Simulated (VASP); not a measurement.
# MnO2 (P-3m1) in VASP: single point with PBE+U

Aim: the single point of MnO2 with PBE+U.

All numbers are computed with VASP 6.6.1; they aren't measurements. Logs are shortened: lines on timing, memory, paths and dates and some standing lists are left out, and cuts for length are marked.

## 1. The cell of the first run

It takes space group P-3m1 (No. 164, trigonal). Conventional cell: a = 2.920 Å, b = 2.920 Å, c = 5.507 Å, α = 90.00°, β = 90.00°, γ = 120.00°. Mn (site symmetry -3m) has 6 O at 1.94 Å within 2.6 Å. O (site symmetry 3m) has 3 Mn at 1.94 Å and 3 O at 2.54 Å within 2.6 Å.

## 2. Single point, PBE+U

Contents of INCAR:

```
  ALGO = Normal
  EDIFF = 1E-7
  ENCUT = 520
  GGA = PE
  ISIF = 2
  ISMEAR = 0
  LASPH = T
  LCHARG = T
  LDAU = T
  LDAUJ = 0 0
  LDAUL = 2 -1
  LDAUPRINT = 1
  LDAUTYPE = 2
  LDAUU = 3.9 0
  LELF = T
  LMAXMIX = 4
  LREAL = F
  LVHAR = T
  LWAVE = F
  NBANDS = 20
  NELM = 150
  PREC = Accurate
  SIGMA = 0.05
```

Contents of KPOINTS:

```
k-points
0
Gamma
  10 10 6
```

Contents of POSCAR:

```
MnO2
1.0
    2.9203003366      0.0000000000      0.0000000000
   -1.4601501683      2.5290542782      0.0000000000
    0.0000000000      0.0000000000      5.5070216066
Mn O
1 2
Direct
    0.0000000000      0.0000000000      0.0000000000
    0.3333333333      0.6666666667      0.1728657965
    0.6666666667      0.3333333333      0.8271342035
```

Potentials or basis: VASP PAW PBE potentials, release 64 (Mn_pv, O).

The run is started by

```bash
cat potpaw_PBE.64/Mn_pv/POTCAR potpaw_PBE.64/O/POTCAR > POTCAR
mpirun -np 1 vasp_std > vasp.out
```

OUTCAR:

```text
EDIFF = 1E-7
   ENCUT = 520
   GGA = PE
   ISIF = 2
   ISMEAR = 0
   LASPH = T
   LREAL = F
   NELM = 150
   PREC = Accurate

 ion  position               nearest neighbor table
   1  0.000  0.000  0.000-   2 1.94   3 1.94   3 1.94   2 1.94   3 1.94   2 1.94
   2  0.333  0.667  0.173-   1 1.94   1 1.94   1 1.94
   3  0.667  0.333  0.827-   1 1.94   1 1.94   1 1.94

  LATTYP: Found a hexagonal cell.
 ALAT       =     2.9203003366
 C/A-ratio  =     1.8857723425

  Lattice vectors:

 A1 = (   2.9203003366,   0.0000000000,   0.0000000000)
 A2 = (  -1.4601501683,   2.5290542782,   0.0000000000)
 A3 = (   0.0000000000,   0.0000000000,   5.5070216066)

Analysis of symmetry for initial positions (statically):
=====================================================================
 Subroutine PRICEL returns:
 Original cell was already a primitive cell.

 Routine SETGRP: Setting up the symmetry group for a
 hexagonal supercell.

 Subroutine GETGRP returns: Found 12 space group operations
 (whereof 12 operations were pure point group operations)
 out of a pool of 24 trial point group operations.

The static configuration has the point symmetry D_3d.

Analysis of symmetry for dynamics (positions and initial velocities):
=====================================================================
 Subroutine PRICEL returns:
 Original cell was already a primitive cell.

 Routine SETGRP: Setting up the symmetry group for a
 hexagonal supercell.

 Subroutine GETGRP returns: Found 12 space group operations
 (whereof 12 operations were pure point group operations)
 out of a pool of 24 trial point group operations.

The dynamic configuration has the point symmetry D_3d.

 Subroutine INISYM returns: Found 12 space group operations
 (whereof 12 operations are pure point group operations),
 and found     1 'primitive' translations

----------------------------------------------------------------------------------------

                                     Primitive cell

  volume of cell :      40.6726

  direct lattice vectors                    reciprocal lattice vectors
     2.920300337  0.000000000  0.000000000     0.342430533  0.197702360  0.000000000
    -1.460150168  2.529054278  0.000000000     0.000000000  0.395404720  0.000000000
     0.000000000  0.000000000  5.507021607     0.000000000  0.000000000  0.181586359

  length of vectors
     2.920300337  2.920300337  5.507021607     0.395404721  0.395404720  0.181586359

  position of ions in fractional coordinates (direct lattice)
     0.000000000  0.000000000  0.000000000
     0.333333333  0.666666667  0.172865796
     0.666666667  0.333333333  0.827134204

  ion indices of the primitive-cell ions
   primitive index   ion index
                 1           1
                 2           2
                 3           3

----------------------------------------------------------------------------------------

 KPOINTS: k-points

Automatic generation of k-mesh.
 Grid dimensions read from file:
 generate k-points for:   10   10    6

 Generating k-lattice:

  Cartesian coordinates                     Fractional coordinates (reciprocal lattice)
     0.034243053  0.019770236  0.000000000     0.100000000  0.000000000  0.000000000
     0.000000000  0.039540472  0.000000000     0.000000000  0.100000000  0.000000000
     0.000000000  0.000000000  0.030264393     0.000000000  0.000000000  0.166666667

  Length of vectors
     0.039540472  0.039540472  0.030264393

  Shift w.r.t. Gamma in fractional coordinates (k-lattice)
     0.000000000  0.000000000  0.000000000

 Subroutine IBZKPT returns following result:
 ===========================================

 Found     72 irreducible k-points:

 Following reciprocal coordinates:
            Coordinates               Weight
  0.000000  0.000000  0.000000      1.000000
  0.100000  0.000000  0.000000      6.000000
  0.200000  0.000000  0.000000      6.000000
  0.300000  0.000000  0.000000      6.000000
  0.400000  0.000000  0.000000      6.000000
  0.500000  0.000000  0.000000      3.000000
[... 16 lines left out ...]
  0.000000  0.400000  0.166667      6.000000
  0.500000  0.000000  0.166667      6.000000
 [... further k-points ...]
   k-points           NKPTS =     72   k-points in BZ     NKDIM =     72   number of bands    NBANDS=     20
   number of dos      NEDOS =    301   number of ions     NIONS =      3
   total plane-waves  NPLWV =  24192
   dimension x,y,z NGX =    24 NGY =   24 NGZ =   42
   dimension x,y,z NGXF=    48 NGYF=   48 NGZF=   84
   ions per type =               1   2
   NGX,Y,Z   is equivalent  to a cutoff of  13.66, 13.66, 12.68 a.u.
   NGXF,Y,Z  is equivalent  to a cutoff of  27.33, 27.33, 25.36 a.u.
 SYSTEM =  unknown system
   PREC   = accura    normal or accurate (medium, high low for compatibility)
   ISTART =      0    job   : 0-new  1-cont  2-samecut
   ICHARG =      2    charge: 1-file 2-atom 10-const
   ISPIN  =      1    spin polarized calculation?
   LNONCOLLINEAR =      F non collinear calculations
   LSORBIT =      F    spin-orbit coupling
   LASPH  =      T    aspherical Exc in radial PAW
   ENCUT  =  520.0 eV  38.22 Ry    6.18 a.u.   5.43  5.43 10.24*2*pi/ulx,y,z
   NELM   =    150;   NELMIN=  2; NELMDL= -5     # of ELM steps
   EDIFF  = 0.1E-06   stopping-criterion for ELM
   LREAL  =      F    real-space projection
   EDIFFG = 0.1E-05   stopping-criterion for IOM
   NSW    =      0    number of steps for IOM
   IBRION =     -1    ionic relax: 0-MD 1-quasi-New 2-CG
   NFREE  =      0    steps in history (QN), initial steepest desc. (CG)
   ISIF   =      2    stress and relaxation
   ISYM   =      2    0-nonsym 1-usesym 2-fastsym
   POTIM  = 0.5000    time-step for ionic-motion
   TEBEG  =    0.0;   TEEND  =   0.0 temperature during run
   PSTRESS=    0.0 pullay stress
   NELECT =      25.0000    total number of electrons
   NUPDOWN=      -1.0000    fix difference up-down
   EMIN   =  10.00;   EMAX   =-10.00  energy-range for DOS
   EFERMI =   0.00;   METHOD = LEGACY
   ISMEAR =     0;   SIGMA  =   0.05  broadening in eV -4-tet -1-fermi 0-gaus
   EFERMI_NEDOS =   21; number of points for ismear=-14 and -15
   IALGO  =     38    algorithm
   IMIX   =      4    mixing-type and parameters
     AMIX     =   0.40;   BMIX     =  1.00
     AMIX_MAG =   1.60;   BMIX_MAG =  1.00
  volume/ion in A,a.u.               =      13.56        91.49
  Fermi-wavevector in a.u.,A,eV,Ry     =   1.391941  2.630386 26.361267  1.937498
  Thomas-Fermi vector in A             =   2.515731
   LORBIT       =      0    0 simple, 1 ext, 2 COOP (PROOUT), +10 PAW based schemes
 LDA+U is selected, type is set to LDAUTYPE =  2
   angular momentum for each species LDAUL =     2   -1
   U (eV)           for each species LDAUU =   3.9  0.0
   J (eV)           for each species LDAUJ =   0.0  0.0
   GGA     = PE    functional components
   LHFCALC =     F    Hartree Fock is set to
   AEXX    =    0.0000 exact exchange contribution
   IVDW    =     0    specifies the selected vdW correction
   LEPSILON=     F    determine dielectric tensor
   LRPA    =     F    only Hartree local field effects (RPA)
 non-spin polarized calculation
 Gauss-broadening in eV      SIGMA  =   0.05
  energy-cutoff  :      520.00
  volume of cell :       40.67
 maximum number of plane-waves:      1131
 NGX is ok and might be reduce to    24
   NGX = 11   NGY = 11   NGZ = 21

atom =   1  type =  1  l = 2

 onsite density matrix

spin component  1

  0.4977 -0.0000  0.0000  0.0859 -0.0000
 -0.0000  0.4284  0.0000 -0.0000  0.0859
  0.0000  0.0000  0.6518 -0.0000  0.0000
  0.0859 -0.0000 -0.0000  0.4284 -0.0000
 -0.0000  0.0859  0.0000 -0.0000  0.4977

spin component  2

  0.4977 -0.0000  0.0000  0.0859 -0.0000
 -0.0000  0.4284  0.0000 -0.0000  0.0859
  0.0000  0.0000  0.6518 -0.0000  0.0000
  0.0859 -0.0000 -0.0000  0.4284 -0.0000
 -0.0000  0.0859  0.0000 -0.0000  0.4977

 occupancies and eigenvectors

  o =  0.3704  v = -0.5596  0.0000  0.0000  0.8288 -0.0000  0.0000  0.0000  0.0000  0.0000  0.0000      0.0000  0.0000  0.0000  0.0000  0.0000  0.0000  0.0000  0.0000  0.0000  0.0000
  o =  0.3704  v =  0.0000  0.0000  0.0000  0.0000  0.0000 -0.5596  0.0000  0.0000  0.8288 -0.0000      0.0000  0.0000  0.0000  0.0000  0.0000  0.0000  0.0000  0.0000  0.0000  0.0000
  o =  0.3704  v = -0.0000 -0.8288 -0.0000  0.0000  0.5596  0.0000  0.0000  0.0000  0.0000  0.0000      0.0000  0.0000  0.0000  0.0000  0.0000  0.0000  0.0000  0.0000  0.0000  0.0000
  o =  0.3704  v =  0.0000  0.0000  0.0000  0.0000  0.0000 -0.0000 -0.8288 -0.0000  0.0000  0.5596      0.0000  0.0000  0.0000  0.0000  0.0000  0.0000  0.0000  0.0000  0.0000  0.0000
  o =  0.5557  v =  0.0000  0.0000  0.0000  0.0000  0.0000  0.8288 -0.0000  0.0000  0.5596 -0.0000      0.0000  0.0000  0.0000  0.0000  0.0000  0.0000  0.0000  0.0000  0.0000  0.0000
  o =  0.5557  v =  0.8288 -0.0000  0.0000  0.5596 -0.0000  0.0000  0.0000  0.0000  0.0000  0.0000      0.0000  0.0000  0.0000  0.0000  0.0000  0.0000  0.0000  0.0000  0.0000  0.0000
  o =  0.5557  v =  0.0000  0.0000  0.0000  0.0000  0.0000 -0.0000 -0.5596  0.0000 -0.0000 -0.8288      0.0000  0.0000  0.0000  0.0000  0.0000  0.0000  0.0000  0.0000  0.0000  0.0000
  o =  0.5557  v = -0.0000 -0.5596  0.0000 -0.0000 -0.8288  0.0000  0.0000  0.0000  0.0000  0.0000      0.0000  0.0000  0.0000  0.0000  0.0000  0.0000  0.0000  0.0000  0.0000  0.0000
  o =  0.6518  v =  0.0000 -0.0000 -1.0000  0.0000 -0.0000  0.0000  0.0000  0.0000  0.0000  0.0000      0.0000  0.0000  0.0000  0.0000  0.0000  0.0000  0.0000  0.0000  0.0000  0.0000
  o =  0.6518  v =  0.0000  0.0000  0.0000  0.0000  0.0000  0.0000 -0.0000 -1.0000  0.0000 -0.0000      0.0000  0.0000  0.0000  0.0000  0.0000  0.0000  0.0000  0.0000  0.0000  0.0000

 number of electron      25.0000002 magnetization

 Free energy of the ion-electron system (eV)
  ---------------------------------------------------
  ext. energy  EPLUGINS =         0.00000000
  ---------------------------------------------------
  free energy    TOTEN  =       -17.81219652 eV

  energy without entropy =      -17.80111543  energy(sigma->0) =      -17.80665597

 E-fermi :   1.0837     XC(G=0):  -9.3455

 val. band max:        1.0807630656   @ k =   0.1000   0.1000   0.3333
 cond. band min:       1.0925060000   @ k =   0.2000   0.0000   0.1667
 fundamental gap:      0.0117429344
 Fermi energy:         1.0837193297

 k-point     1 :       0.0000    0.0000    0.0000
  band No.  band energies     occupation
      1     -47.4900      2.00000
      2     -47.4900      2.00000
      3     -47.2003      2.00000
      4     -18.1280      2.00000
      5     -16.1649      2.00000
      6      -4.2925      2.00000
[... 12 lines left out ...]
     19      13.0172      0.00000
[... 513 lines left out ...]
      4     -16.6562      2.00000
      5     -16.5754      2.00000
      6      -5.0942      2.00000
[... 12 lines left out ...]
     19      14.6358      0.00000
     20      15.2592      0.00000

 [... further k-points ...]
[... 5 lines left out ...]
  --------------------------------------------------------------------------------------
  -------------------------------------------------------------------------------------
  Total       -3.1506501     -3.1506501     -1.4921335      0.0000000      0.0000000      0.0000000
  in kB     -124.1104374   -124.1104374    -58.7781359      0.0000000      0.0000000      0.0000000
  external PRESSURE =    -102.3330035 kB  Pullay stress =       0.0000000 kB

 VOLUME and BASIS-vectors are now :
 -----------------------------------------------------------------------------
  energy-cutoff  :      520.00
  volume of cell :       40.67
      direct lattice vectors                 reciprocal lattice vectors
     2.920300337  0.000000000  0.000000000     0.342430533  0.197702360  0.000000000
    -1.460150168  2.529054278  0.000000000     0.000000000  0.395404720  0.000000000
     0.000000000  0.000000000  5.507021607     0.000000000  0.000000000  0.181586359

 POSITION                                       TOTAL-FORCE (eV/Angst)
 -----------------------------------------------------------------------------------
      0.00000      0.00000      0.00000        -0.000000      0.000000      0.000000
     -0.00000      1.68604      0.95198        -0.000000      0.000000     -0.748818
      1.46015      0.84302      4.55505         0.000000     -0.000000      0.748818
 -----------------------------------------------------------------------------------
    total drift:                                0.000000     -0.000000     -0.000000

  FREE ENERGIE OF THE ION-ELECTRON SYSTEM (eV)
  ---------------------------------------------------
  free  energy   TOTEN  =       -17.8121965202 eV

  energy  without entropy=      -17.8011154288  energy(sigma->0) =      -17.80665597
```

Wall time 2.5 min (1 thread of Intel Xeon Platinum 8259CL at 2.50GHz (Skylake/Cascade Lake), shared host); peak memory 0.19 GiB.

Results:

```
Free energy   : -17.8122 eV
Pressure      : -10.2 GPa
Largest force : 0.749 eV/Å
```

Forces on the atoms (eV/Å):
```
Mn   0.000  0.000  0.000
O    0.000  0.000 -0.749
O    0.000  0.000  0.749
```

Levels at points of the mesh, in eV from the Fermi level:
```csv
k point,band 11,band 12,band 13,band 14,band 15,band 16
"(0.00, 0.00, 0.00)",-1.46,-0.63,-0.63,0.69,3.65,3.65
"(0.50, 0.00, 0.00)",-2.10,-0.45,-0.22,0.26,3.02,3.59
"(0.00, 0.00, 0.50)",-1.46,-0.64,-0.64,0.77,3.65,3.65
"(0.50, 0.00, 0.50)",-1.96,-0.47,-0.22,0.23,3.01,3.58
```

Eigenvalues of the final occupation matrices:
```
    site  spin  trace               eigenvalues
site 1 d     1   2.50  0.37 0.37 0.56 0.56 0.65
site 1 d     2   2.50  0.37 0.37 0.56 0.56 0.65
```

Caveat: an odd number of electrons without spin polarisation forces a metal; a magnetic or distorted state may lie lower; the run has no spin polarisation, though such a crystal can be magnetic; U without spin polarisation on a metal has little footing. Spin polarisation is off, so any magnetic state and its effect on volume and gap are missing.
